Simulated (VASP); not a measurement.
# CoH4 (P6/mmm) in VASP: a series of runs

The runs below take CoH4 through single point, with PBE.

Program: VASP 6.6.1. These are calculated values, not measurements. Logs are shortened: lines on timing, memory, paths and dates and some standing lists are left out, and cuts for length are marked.

## (1) The cell of the first run

Symmetry: P6/mmm, No. 191, hexagonal system. The conventional cell has a = 3.297 Å, b = 3.297 Å, c = 3.126 Å, α = 90.00°, β = 90.00°, γ = 120.00°. Within 2.1 Å of Co (site symmetry 6/mmm) lie 8 H at 1.56 to 1.65 Å. Within 2.2 Å of H (site symmetry mmm) lie 2 Co at 1.65 Å and 4 H at 1.65 Å. H (site symmetry 6/mmm) has 2 Co at 1.56 Å within 2.1 Å.

## (2) Single point, PBE, collinear spin, ferromagnetic start

The input, INCAR:

```
SYSTEM = CoH4
ALGO     = Normal         ! electronic algorithm
EDIFF    = 1E-6           ! SCF threshold, eV
ENCUT    = 520            ! plane-wave cutoff, eV
GGA      = PE             ! functional
ISIF     = 2              ! what is computed and relaxed
ISMEAR   = 0              ! smearing method
ISPIN    = 2              ! spin polarisation
LASPH    = .True.         ! aspherical terms in the spheres
LCHARG   = .True.         ! write CHGCAR
LELF     = .True.         ! ELF
LMAXMIX  = 4              ! l up to which the mixer works
LORBIT   = 11             ! projections on sites
LREAL    = .False.        ! projectors in reciprocal space
LVHAR    = .True.       
LWAVE    = .False.        ! write WAVECAR
MAGMOM   = 3 0 0 0 0      ! initial moments
NBANDS   = 18             ! bands
NELM     = 150            ! most SCF steps
PREC     = Accurate       ! precision mode
SIGMA    = 0.1            ! smearing width, eV
```

The input, KPOINTS:

```
k-points
0
Gamma
  6 6 4
  0 0 0
```

The input, POSCAR:

```
CoH4
1.0
    3.2972294378      0.0000000028      0.0000000000
   -1.6486147213      2.8554844539      0.0000000000
    0.0000000000      0.0000000000      3.1256917050
Co H
1 4
Direct
    0.0000000000      0.0000000000      0.0000000000
    0.5000000000      0.0000000000      0.0000000000
    0.0000000000      0.5000000000      0.0000000000
    0.5000000000      0.5000000000      0.0000000000
    0.0000000000      0.0000000000      0.5000000000
```

Potentials or basis: VASP PAW PBE potentials, release 64 (Co, H).

On the command line:

```console
$ cat potpaw_PBE.64/Co/POTCAR potpaw_PBE.64/H/POTCAR > POTCAR
$ mpirun -np 1 vasp_std > vasp.out
```

OUTCAR:

```text
SYSTEM = CoH4
   EDIFF = 1E-6
   ENCUT = 520
   GGA = PE
   ISIF = 2
   ISMEAR = 0
   ISPIN = 2
   LASPH = .True.
   LORBIT = 11
   LREAL = .False.
   NELM = 150
   PREC = Accurate

 ion  position               nearest neighbor table
   1  0.000  0.000  0.000-   5 1.56   5 1.56   2 1.65   2 1.65   3 1.65   3 1.65   4 1.65   4 1.65

   2  0.500  0.000  0.000-   1 1.65   1 1.65
   3  0.000  0.500  0.000-   1 1.65   1 1.65
   4  0.500  0.500  0.000-   1 1.65   1 1.65
   5  0.000  0.000  0.500-   1 1.56   1 1.56

  LATTYP: Found a hexagonal cell.
 ALAT       =     3.2972294378
 C/A-ratio  =     0.9479751907

  Lattice vectors:

 A1 = (   3.2972294378,   0.0000000028,   0.0000000000)
 A2 = (  -1.6486147213,   2.8554844539,   0.0000000000)
 A3 = (   0.0000000000,   0.0000000000,   3.1256917050)

Analysis of symmetry for initial positions (statically):
=====================================================================
 Subroutine PRICEL returns:
 Original cell was already a primitive cell.

 Routine SETGRP: Setting up the symmetry group for a
 hexagonal supercell.

 Subroutine GETGRP returns: Found 24 space group operations
 (whereof 24 operations were pure point group operations)
 out of a pool of 24 trial point group operations.

The static configuration has the point symmetry D_6h.

Analysis of symmetry for dynamics (positions and initial velocities):
=====================================================================
 Subroutine PRICEL returns:
 Original cell was already a primitive cell.

 Routine SETGRP: Setting up the symmetry group for a
 hexagonal supercell.

 Subroutine GETGRP returns: Found 24 space group operations
 (whereof 24 operations were pure point group operations)
 out of a pool of 24 trial point group operations.

The dynamic configuration has the point symmetry D_6h.

Analysis of structural, dynamic, and magnetic symmetry:
=====================================================================
 Subroutine PRICEL returns:
 Original cell was already a primitive cell.

 Routine SETGRP: Setting up the symmetry group for a
 hexagonal supercell.

 Subroutine GETGRP returns: Found 24 space group operations
 (whereof 24 operations were pure point group operations)
 out of a pool of 24 trial point group operations.

The overall configuration has the point symmetry D_6h.

[... 129 lines left out ...]
   LEPSILON=     F    determine dielectric tensor
   LRPA    =     F    only Hartree local field effects (RPA)
 spin polarized calculation
 Gauss-broadening in eV      SIGMA  =   0.10
  energy-cutoff  :      520.00
  volume of cell :       29.43
 maximum number of plane-waves:       810
 NGX is ok and might be reduce to    28
   NGX = 13   NGY = 13   NGZ = 11

 number of electron      13.0000003 magnetization       0.1431715

 Free energy of the ion-electron system (eV)
  ---------------------------------------------------
  ext. energy  EPLUGINS =         0.00000000
  ---------------------------------------------------
  free energy    TOTEN  =       -18.43692233 eV

  energy without entropy =      -18.43124182  energy(sigma->0) =      -18.43408208

 E-fermi :   2.5564     XC(G=0): -10.3172

 val. band max:        2.4547038825   @ k =   0.5000   0.0000   0.0000
 cond. band min:       2.5624681405   @ k =   0.3333   0.3333   0.0000
 fundamental gap:      0.1077642580
 Fermi energy:         2.5564454438

 spin component 1

 k-point     1 :       0.0000    0.0000    0.0000
  band No.  band energies     occupation
      1      -8.1246      1.00000
      2      -2.2865      1.00000
      3      -0.7000      1.00000
      4      -0.7000      1.00000
      5       2.3295      0.99934
      6       2.3295      0.99934
[... 417 lines left out ...]
      4       0.9133      1.00000
      5       1.2829      1.00000
      6       1.2829      1.00000
[... 10 lines left out ...]
     17      26.4142      0.00000
     18      30.2130      0.00000
 Fermi energy:         2.5564454438

 spin component 2

 k-point     1 :       0.0000    0.0000    0.0000
  band No.  band energies     occupation
      1      -8.1382      1.00000
      2      -2.1354      1.00000
      3      -0.6052      1.00000
      4      -0.6052      1.00000
      5       2.4224      0.97102
      6       2.4224      0.97102
[... 418 lines left out ...]
      5       1.3569      1.00000
      6       1.3569      1.00000
[... 10 lines left out ...]
     17      26.4050      0.00000
     18      30.1987      0.00000

------------------------ aborting loop because EDIFF is reached ----------------------------------------

  FORCE on cell =-STRESS in cart. coord.  units (eV):
  Direction    XX          YY          ZZ          XY          YZ          ZX
  --------------------------------------------------------------------------------------
  -------------------------------------------------------------------------------------
  Total       -0.0657299     -0.0657299     -0.0955624     -0.0000000      0.0000000      0.0000000
  in kB       -3.5784789     -3.5784789     -5.2026255     -0.0000000      0.0000000      0.0000000
  external PRESSURE =      -4.1198611 kB  Pullay stress =       0.0000000 kB

 VOLUME and BASIS-vectors are now :
 -----------------------------------------------------------------------------
  energy-cutoff  :      520.00
  volume of cell :       29.43
      direct lattice vectors                 reciprocal lattice vectors
     3.297229438  0.000000003  0.000000000     0.303284930  0.175101636  0.000000000
    -1.648614721  2.855484454  0.000000000    -0.000000000  0.350203272  0.000000000
     0.000000000  0.000000000  3.125691705     0.000000000  0.000000000  0.319929185

 POSITION                                       TOTAL-FORCE (eV/Angst)
 -----------------------------------------------------------------------------------
      0.00000      0.00000      0.00000         0.000000      0.000000      0.000000
      1.64861      0.00000      0.00000         0.000000      0.000000      0.000000
     -0.82431      1.42774      0.00000        -0.000000      0.000000      0.000000
      0.82431      1.42774      0.00000         0.000000      0.000000      0.000000
      0.00000      0.00000      1.56285         0.000000      0.000000      0.000000
 -----------------------------------------------------------------------------------
    total drift:                               -0.000000     -0.000000     -0.000000

  FREE ENERGIE OF THE ION-ELECTRON SYSTEM (eV)
  ---------------------------------------------------
  free  energy   TOTEN  =       -18.4369223339 eV

  energy  without entropy=      -18.4312418212  energy(sigma->0) =      -18.43408208

 total charge

# of ion       s       p       d       tot
------------------------------------------
    1        0.490   0.571   7.538   8.600
    2        0.489   0.024   0.000   0.514
    3        0.489   0.024   0.000   0.514
    4        0.489   0.024   0.000   0.514
    5        0.577   0.017   0.000   0.594
--------------------------------------------------
tot          2.535   0.661   7.538  10.735

 magnetization (x)

# of ion       s       p       d       tot
------------------------------------------
    1        0.001  -0.000   0.167   0.168
    2       -0.004   0.000   0.000  -0.004
    3       -0.004   0.000   0.000  -0.004
    4       -0.004   0.000   0.000  -0.004
    5       -0.005   0.002   0.000  -0.003
--------------------------------------------------
tot         -0.017   0.002   0.167   0.152
```

OSZICAR:

```text
N       E                     dE             d eps       ncg     rms          rms(c)
DAV:   1     0.483478930757E+02    0.48348E+02   -0.54294E+03  1528   0.746E+02
DAV:   2    -0.171436869187E+02   -0.65492E+02   -0.57634E+02  1644   0.166E+02
DAV:   3    -0.205029363665E+02   -0.33592E+01   -0.32955E+01  1800   0.412E+01
DAV:   4    -0.205422478453E+02   -0.39311E-01   -0.39283E-01  1796   0.399E+00
DAV:   5    -0.205432579737E+02   -0.10101E-02   -0.10100E-02  1804   0.634E-01    0.190E+01
DAV:   6    -0.253177281302E+02   -0.47745E+01   -0.63782E+01  1688   0.912E+01    0.245E+01
DAV:   7    -0.183979896229E+02    0.69197E+01   -0.31173E+01  1914   0.615E+01    0.405E+00
DAV:   8    -0.184495582800E+02   -0.51569E-01   -0.48165E-01  1806   0.524E+00    0.203E+00
DAV:   9    -0.184372000885E+02    0.12358E-01   -0.53440E-02  1882   0.164E+00    0.123E+00
DAV:  10    -0.184362198808E+02    0.98021E-03   -0.10906E-02  1778   0.781E-01    0.395E-01
DAV:  11    -0.184366759041E+02   -0.45602E-03   -0.79215E-04  1686   0.194E-01    0.204E-01
DAV:  12    -0.184368766343E+02   -0.20073E-03   -0.47429E-04  1604   0.163E-01    0.567E-02
DAV:  13    -0.184369061999E+02   -0.29566E-04   -0.50494E-05  1662   0.536E-02    0.227E-02
DAV:  14    -0.184369163510E+02   -0.10151E-04   -0.11105E-05  1620   0.234E-02    0.117E-02
DAV:  15    -0.184369220300E+02   -0.56791E-05   -0.65839E-06  1596   0.148E-02    0.637E-03
DAV:  16    -0.184369223339E+02   -0.30389E-06   -0.61137E-07  1340   0.652E-03
   1 F= -.18436922E+02 E0= -.18434082E+02  d E =-.568051E-02  mag=     0.1429
```

stdout:

```text
POSCAR found type information on POSCAR CoH
 POSCAR found :  2 types and       5 ions
 scaLAPACK will be used
 LDA part: xc-table for (Slater+PW92), standard interpolation
 POSCAR, INCAR and KPOINTS ok, starting setup
 FFT: planning ... GRIDC
 FFT: planning ... GRID_SOFT
 FFT: planning ... GRID
 WAVECAR not read
 entering main loop
```

Run time: 23 s. Hardware: 1 thread of Intel Xeon Platinum 8488C (Sapphire Rapids), shared host; peak memory 0.17 GiB.

What came out:

```yaml
Free_energy: -18.4369 eV
Pressure: -0.4 GPa
Net_moment: 0.14 μB per cell
Site_moments: Co +0.17; H -0.00 μB
Valence_electrons_inside_the_program's_atomic_spheres: Co 8.60; H 0.51, 0.59
```

Stress tensor (GPa, compression positive):
```
-0.36  0.00  0.00
 0.00 -0.36  0.00
 0.00  0.00 -0.52
```

Caveat: the k points lie up to 0.50 Å⁻¹ apart.

## (3) Single point, PBE, collinear spin, ferromagnetic start

The input, INCAR:

```
  PREC = Accurate
  ENCUT = 520
  EDIFF = 1E-6
  ISMEAR = 0
  SIGMA = 0.1
  LREAL = False
  LASPH = True
  NELM = 150
  ALGO = Normal
  ISIF = 2
  LWAVE = False
  LCHARG = False
  ISPIN = 2
  MAGMOM = 0.16 0 0 0 0
  LORBIT = 11
  LMAXMIX = 4
  GGA = PE
  NBANDS = 18
```

The input, KPOINTS:

```
regular mesh
0
Gamma
  6 6 6
```

Changes to POSCAR since step 2:

```diff
@@ -2,5 +2,5 @@
 1.0
-    3.2972294378      0.0000000028      0.0000000000
-   -1.6486147213      2.8554844539      0.0000000000
-    0.0000000000      0.0000000000      3.1256917050
+    3.2972913924      0.0000000000      0.0000000000
+   -1.6486456962      2.8555381095      0.0000000000
+    0.0000000000      0.0000000000      3.1209810779
 Co H
```

Potentials or basis: VASP PAW PBE potentials, release 64 (Co, H).

On the command line:

```console
$ cat potpaw_PBE.64/Co/POTCAR potpaw_PBE.64/H/POTCAR > POTCAR
$ mpirun -np 1 vasp_std > vasp.out
```

OUTCAR:

```text
PREC = Accurate
   ENCUT = 520
   EDIFF = 1E-6
   ISMEAR = 0
   LREAL = False
   LASPH = True
   NELM = 150
   ISIF = 2
   ISPIN = 2
   LORBIT = 11
   GGA = PE

 ion  position               nearest neighbor table
   1  0.000  0.000  0.000-   5 1.56   5 1.56   2 1.65   2 1.65   4 1.65   3 1.65   3 1.65   4 1.65

   2  0.500  0.000  0.000-   1 1.65   1 1.65
   3  0.000  0.500  0.000-   1 1.65   1 1.65
   4  0.500  0.500  0.000-   1 1.65   1 1.65
   5  0.000  0.000  0.500-   1 1.56   1 1.56

  LATTYP: Found a hexagonal cell.
 ALAT       =     3.2972913924
 C/A-ratio  =     0.9465287433

  Lattice vectors:

 A1 = (   3.2972913924,   0.0000000000,   0.0000000000)
 A2 = (  -1.6486456962,   2.8555381095,   0.0000000000)
 A3 = (   0.0000000000,   0.0000000000,   3.1209810779)

Analysis of symmetry for initial positions (statically):
[... 1212 lines left out ...]
     17      27.8888      0.00000
     18      27.9496      0.00000

 [... further k-points ...]
[... 5 lines left out ...]
  --------------------------------------------------------------------------------------
  -------------------------------------------------------------------------------------
  Total       -0.0387765     -0.0387765     -0.1155790      0.0000000     -0.0000000      0.0000000
  in kB       -2.1141826     -2.1141826     -6.3016323      0.0000000     -0.0000000      0.0000000
  external PRESSURE =      -3.5099992 kB  Pullay stress =       0.0000000 kB

 VOLUME and BASIS-vectors are now :
 -----------------------------------------------------------------------------
  energy-cutoff  :      520.00
  volume of cell :       29.39
      direct lattice vectors                 reciprocal lattice vectors
     3.297291392  0.000000000  0.000000000     0.303279232  0.175098346  0.000000000
    -1.648645696  2.855538109  0.000000000     0.000000000  0.350196692  0.000000000
     0.000000000  0.000000000  3.120981078     0.000000000  0.000000000  0.320412068

 POSITION                                       TOTAL-FORCE (eV/Angst)
 -----------------------------------------------------------------------------------
      0.00000      0.00000      0.00000        -0.000000      0.000000      0.000000
      1.64865      0.00000      0.00000         0.000000      0.000000      0.000000
     -0.82432      1.42777      0.00000         0.000000      0.000000      0.000000
      0.82432      1.42777      0.00000        -0.000000      0.000000      0.000000
      0.00000      0.00000      1.56049        -0.000000      0.000000      0.000000
 -----------------------------------------------------------------------------------
    total drift:                               -0.000000     -0.000000     -0.000000

  FREE ENERGIE OF THE ION-ELECTRON SYSTEM (eV)
  ---------------------------------------------------
  free  energy   TOTEN  =       -18.4525765853 eV

  energy  without entropy=      -18.4469556689  energy(sigma->0) =      -18.44976613

 total charge

# of ion       s       p       d       tot
------------------------------------------
    1        0.494   0.567   7.544   8.605
    2        0.490   0.024   0.000   0.514
    3        0.490   0.024   0.000   0.514
    4        0.490   0.024   0.000   0.514
    5        0.576   0.017   0.000   0.593
--------------------------------------------------
tot          2.540   0.658   7.544  10.741

 magnetization (x)

# of ion       s       p       d       tot
------------------------------------------
    1        0.000   0.000   0.001   0.001
    2       -0.000   0.000   0.000  -0.000
    3       -0.000   0.000   0.000  -0.000
    4       -0.000   0.000   0.000  -0.000
    5       -0.000   0.000   0.000  -0.000
--------------------------------------------------
tot         -0.000   0.000   0.001   0.001
```

stdout:

```text
POSCAR found type information on POSCAR CoH
 POSCAR found :  2 types and       5 ions
 scaLAPACK will be used
 LDA part: xc-table for (Slater+PW92), standard interpolation
 POSCAR, INCAR and KPOINTS ok, starting setup
 FFT: planning ... GRIDC
 FFT: planning ... GRID_SOFT
 FFT: planning ... GRID
 WAVECAR not read
 entering main loop
```

It took 26 s on 1 thread of Intel Xeon Platinum 8488C (Sapphire Rapids), shared host; peak memory 0.17 GiB.

Results:

| Property | Result |
| --- | --- |
| Free energy | -18.4526 eV |
| Pressure | -0.4 GPa |
| Net moment | 0.00 μB per cell |
| Valence electrons inside the program's atomic spheres | Co 8.61; H 0.51, 0.59 |

Caveat: the k points lie up to 0.37 Å⁻¹ apart.
